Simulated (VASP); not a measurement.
# InSb in VASP: further runs, part 3 of 3

VASP 6.6.1.

### 5 Electric field gradients, LDA (volume scaled by 0.9405)

Input file INCAR:

```
PREC = Accurate
ENCUT = 520
EDIFF = 1E-8
ISMEAR = -1
SIGMA = 0.03
LREAL = F
LASPH = T
NELM = 100
ALGO = Normal
ISIF = 2
LWAVE = F
LCHARG = F
LEFG = T
NBANDS = 16
```

Input file KPOINTS:

```
Automatic mesh
0
Gamma
  10 10 10
```

Input file POSCAR:

```
InSb
1.0
    0.0000000000      3.1735398497      3.1735398497
    3.1735398497      0.0000000000      3.1735398497
    3.1735398497      3.1735398497      0.0000000000
In Sb
1 1
Direct
    0.0000000000      0.0000000000      0.0000000000
    0.7500000000      0.7500000000      0.7500000000
```

Potentials or basis: VASP PAW LDA potentials, release 64 (In_d, Sb).

Command:

```
$ cat potpaw_LDA.64/In_d/POTCAR potpaw_LDA.64/Sb/POTCAR > POTCAR
$ mpirun -np 1 vasp_std > vasp.out
```

OUTCAR:

```text
PREC = Accurate
   ENCUT = 520
   EDIFF = 1E-8
   ISMEAR = -1
   LREAL = F
   LASPH = T
   NELM = 100
   ISIF = 2

 ion  position               nearest neighbor table
   1  0.000  0.000  0.000-   2 2.75   2 2.75   2 2.75   2 2.75
   2  0.750  0.750  0.750-   1 2.75   1 2.75   1 2.75   1 2.75

  LATTYP: Found a face centered cubic cell.
 ALAT       =     6.3470796994

  Lattice vectors:

 A1 = (   0.0000000000,   3.1735398497,   3.1735398497)
 A2 = (   3.1735398497,   0.0000000000,   3.1735398497)
 A3 = (   3.1735398497,   3.1735398497,   0.0000000000)

Analysis of symmetry for initial positions (statically):
=====================================================================
 Subroutine PRICEL returns:
 Original cell was already a primitive cell.

 Routine SETGRP: Setting up the symmetry group for a
 face centered cubic supercell.

 Subroutine GETGRP returns: Found 24 space group operations
 (whereof 24 operations were pure point group operations)
[... 644 lines left out ...]
     0.000000000  3.173539850  3.173539850    -0.157552772  0.157552772  0.157552772
     3.173539850  0.000000000  3.173539850     0.157552772 -0.157552772  0.157552772
     3.173539850  3.173539850  0.000000000     0.157552772  0.157552772 -0.157552772

 POSITION                                       TOTAL-FORCE (eV/Angst)
 -----------------------------------------------------------------------------------
      0.00000      0.00000      0.00000         0.000000      0.000000      0.000000
      4.76031      4.76031      4.76031        -0.000000     -0.000000     -0.000000
 -----------------------------------------------------------------------------------
    total drift:                                0.000000      0.000000      0.000000

  FREE ENERGIE OF THE ION-ELECTRON SYSTEM (eV)
  ---------------------------------------------------
  free  energy   TOTEN  =        -8.1892404278 eV

  energy  without entropy=       -8.1890913705  energy(sigma->0) =       -8.18916590

 Electric field gradients (V/A^2)
---------------------------------------------------------------------
 ion       V_xx      V_yy      V_zz      V_xy      V_xz      V_yz
---------------------------------------------------------------------
   1       0.000     0.000     0.000    -0.001    -0.001    -0.001
   2       0.000    -0.000     0.000    -0.000    -0.000    -0.000
---------------------------------------------------------------------

 Electric field gradients after diagonalization (V/A^2)
 (convention: |V_zz| > |V_xx| > |V_yy|)
----------------------------------------------------------------------
 ion       V_xx      V_yy      V_zz     asymmetry (V_yy - V_xx)/ V_zz
----------------------------------------------------------------------
   1       0.001     0.001    -0.002       0.000
   2       0.000     0.000    -0.000       0.000
----------------------------------------------------------------------

           NMR quadrupolar parameters

 Cq : quadrupolar parameter    Cq=e*Q*V_zz/h
 eta: asymmetry parameters     (V_yy - V_xx)/ V_zz
 Q  : nuclear electric quadrupole moment in mb (millibarn)
----------------------------------------------------------------------
 ion       Cq(MHz)       eta       Q (mb)
----------------------------------------------------------------------
   1      -0.000       0.000       1.000
   2      -0.000       0.000       1.000
----------------------------------------------------------------------
```

OSZICAR:

```text
N       E                     dE             d eps       ncg     rms          rms(c)
DAV:   1     0.115334200433E+03    0.11533E+03   -0.79623E+03  1504   0.115E+03
DAV:   2    -0.776318047210E+00   -0.11611E+03   -0.11221E+03  1704   0.285E+02
DAV:   3    -0.814265918248E+01   -0.73663E+01   -0.73421E+01  1872   0.741E+01
DAV:   4    -0.835292544485E+01   -0.21027E+00   -0.21023E+00  1920   0.143E+01
DAV:   5    -0.836447245658E+01   -0.11547E-01   -0.11547E-01  2280   0.282E+00    0.478E+00
DAV:   6    -0.822594474037E+01    0.13853E+00   -0.15834E-01  2128   0.651E+00    0.269E+00
DAV:   7    -0.819085977746E+01    0.35085E-01   -0.77310E-02  2096   0.264E+00    0.577E-01
DAV:   8    -0.818918034512E+01    0.16794E-02   -0.77808E-03  1976   0.105E+00    0.362E-01
DAV:   9    -0.818926446447E+01   -0.84119E-04   -0.77331E-04  1880   0.241E-01    0.105E-01
DAV:  10    -0.818923707809E+01    0.27386E-04   -0.55158E-05  1720   0.590E-02    0.357E-02
DAV:  11    -0.818924053005E+01   -0.34520E-05   -0.10630E-05  1936   0.385E-02    0.242E-02
DAV:  12    -0.818924043327E+01    0.96782E-07   -0.70924E-07  2024   0.768E-03    0.599E-03
DAV:  13    -0.818924042783E+01    0.54454E-08   -0.95232E-08  1936   0.326E-03
   1 F= -.81892404E+01 E0= -.81891659E+01  d E =-.149057E-03
```

stdout:

```text
POSCAR found type information on POSCAR InSb
 POSCAR found :  2 types and       2 ions
 scaLAPACK will be used
 LDA part: xc-table for (Slater(with rela. corr.)+CA(PZ))
 , standard interpolation
 POSCAR, INCAR and KPOINTS ok, starting setup
 FFT: planning ... GRIDC
 FFT: planning ... GRID_SOFT
 FFT: planning ... GRID
 WAVECAR not read
 entering main loop
ion   1

ion   2
```

Run time: 28 s. Hardware: 1 thread of AMD EPYC 9R45 (Zen 5), shared host; peak memory 0.17 GiB.

Results:

| Item | Value |
| --- | --- |
| Free energy | -8.1892 eV |
| Pressure | 2.6 GPa |
| Band gap on the k mesh | zero (filled and empty bands touch) |

Caveat: without QUAD_EFG the Cq values of the log hold for a quadrupole moment of 1 mb, not for the nuclei; spin-orbit coupling is left out, which moves the levels of the heavy elements.

### 6 Electric field gradients, LDA (volume scaled by 0.96)

INCAR, as its differences from that of step 5:

```diff
@@ -7,3 +7,3 @@
 LASPH = T
-NELM = 100
+NELM = 80
 ALGO = Normal
```

KPOINTS is that of step 5.

Input file POSCAR:

```
InSb
1.0
    0.0000000000      3.1953230120      3.1953230120
    3.1953230120      0.0000000000      3.1953230120
    3.1953230120      3.1953230120      0.0000000000
In Sb
1 1
Direct
    0.0000000000      0.0000000000      0.0000000000
    0.7500000000      0.7500000000      0.7500000000
```

Potentials or basis: VASP PAW LDA potentials, release 64 (In_d, Sb).

Command:

```
$ cat potpaw_LDA.64/In_d/POTCAR potpaw_LDA.64/Sb/POTCAR > POTCAR
$ mpirun -np 1 vasp_std > vasp.out
```

OUTCAR:

```text
PREC = Accurate
   ENCUT = 520
   EDIFF = 1E-8
   ISMEAR = -1
   LREAL = F
   LASPH = T
   NELM = 80
   ISIF = 2

 ion  position               nearest neighbor table
   1  0.000  0.000  0.000-   2 2.77   2 2.77   2 2.77   2 2.77
   2  0.750  0.750  0.750-   1 2.77   1 2.77   1 2.77   1 2.77

  LATTYP: Found a face centered cubic cell.
 ALAT       =     6.3906460240

  Lattice vectors:

 A1 = (   0.0000000000,   3.1953230120,   3.1953230120)
 A2 = (   3.1953230120,   0.0000000000,   3.1953230120)
 A3 = (   3.1953230120,   3.1953230120,   0.0000000000)

[... 666 lines left out ...]
  ---------------------------------------------------
  free  energy   TOTEN  =        -8.2064730725 eV

  energy  without entropy=       -8.2063334372  energy(sigma->0) =       -8.20640325

 Electric field gradients (V/A^2)
---------------------------------------------------------------------
 ion       V_xx      V_yy      V_zz      V_xy      V_xz      V_yz
---------------------------------------------------------------------
   1      -0.000     0.000    -0.000    -0.000    -0.000    -0.000
   2      -0.000     0.000     0.000    -0.000    -0.000    -0.000
---------------------------------------------------------------------

 Electric field gradients after diagonalization (V/A^2)
 (convention: |V_zz| > |V_xx| > |V_yy|)
----------------------------------------------------------------------
 ion       V_xx      V_yy      V_zz     asymmetry (V_yy - V_xx)/ V_zz
----------------------------------------------------------------------
   1       0.000     0.000    -0.001       0.000
   2       0.000     0.000    -0.000       0.000
----------------------------------------------------------------------

           NMR quadrupolar parameters

 Cq : quadrupolar parameter    Cq=e*Q*V_zz/h
 eta: asymmetry parameters     (V_yy - V_xx)/ V_zz
 Q  : nuclear electric quadrupole moment in mb (millibarn)
----------------------------------------------------------------------
 ion       Cq(MHz)       eta       Q (mb)
----------------------------------------------------------------------
   1      -0.000       0.000       1.000
   2      -0.000       0.000       1.000
----------------------------------------------------------------------
```

OSZICAR:

```text
N       E                     dE             d eps       ncg     rms          rms(c)
DAV:   1     0.114281493719E+03    0.11428E+03   -0.78775E+03  1504   0.113E+03
DAV:   2    -0.680210220248E+00   -0.11496E+03   -0.11148E+03  1704   0.285E+02
DAV:   3    -0.815270110591E+01   -0.74725E+01   -0.74491E+01  1904   0.749E+01
DAV:   4    -0.836410264928E+01   -0.21140E+00   -0.21137E+00  1880   0.143E+01
DAV:   5    -0.837533033326E+01   -0.11228E-01   -0.11228E-01  2256   0.272E+00    0.462E+00
DAV:   6    -0.824144776271E+01    0.13388E+00   -0.15737E-01  2144   0.637E+00    0.261E+00
DAV:   7    -0.820809154026E+01    0.33356E-01   -0.72777E-02  2104   0.253E+00    0.563E-01
DAV:   8    -0.820640668796E+01    0.16849E-02   -0.73716E-03  2024   0.101E+00    0.343E-01
DAV:   9    -0.820649662852E+01   -0.89941E-04   -0.74959E-04  1816   0.229E-01    0.101E-01
DAV:  10    -0.820646984223E+01    0.26786E-04   -0.53127E-05  1800   0.517E-02    0.348E-02
DAV:  11    -0.820647318324E+01   -0.33410E-05   -0.10638E-05  1864   0.398E-02    0.239E-02
DAV:  12    -0.820647307440E+01    0.10884E-06   -0.72762E-07  1992   0.806E-03    0.590E-03
DAV:  13    -0.820647307473E+01   -0.32696E-09   -0.10259E-07  1936   0.330E-03    0.213E-03
DAV:  14    -0.820647307249E+01    0.22410E-08   -0.57780E-09  1464   0.969E-04
   1 F= -.82064731E+01 E0= -.82064033E+01  d E =-.139635E-03
```

Run time: 30 s. Hardware: 1 thread of AMD EPYC 9R45 (Zen 5), shared host; peak memory 0.18 GiB.

Results:

```
Free energy            : -8.2065 eV
Pressure               : 1.5 GPa
Band gap on the k mesh : zero (filled and empty bands touch)
```

Caveat: without QUAD_EFG the Cq values of the log hold for a quadrupole moment of 1 mb, not for the nuclei; spin-orbit coupling is left out, which moves the levels of the heavy elements.

### 7 Summary

| cell | gap on the mesh (eV) | pressure (GPa) |
| --- | --- | --- |
| a = 4.558, b = 4.558, c = 4.535 Å, angles 60.2, 60.2, 59.7°, 2 atoms | none | 0.4 |
| a = 4.487 Å, angles 60.0°, 2 atoms | none | 2.7 |
| a = 4.488 Å, angles 60.0°, 2 atoms | none | 2.6 |
| a = 4.519 Å, angles 60.0°, 2 atoms | none | 1.5 |

Alike in all rows: task electric field gradients; level LDA; potentials or basis VASP PAW LDA potentials, release 64 (In_d, Sb); no spin polarisation; k mesh 10 × 10 × 10; cutoff (eV) 520; smearing fermi-dirac 0.03 eV.

Caveats: spin-orbit coupling is left out, which moves the levels of the heavy elements.

Absolute energies hang on the potentials; compare differences alone.
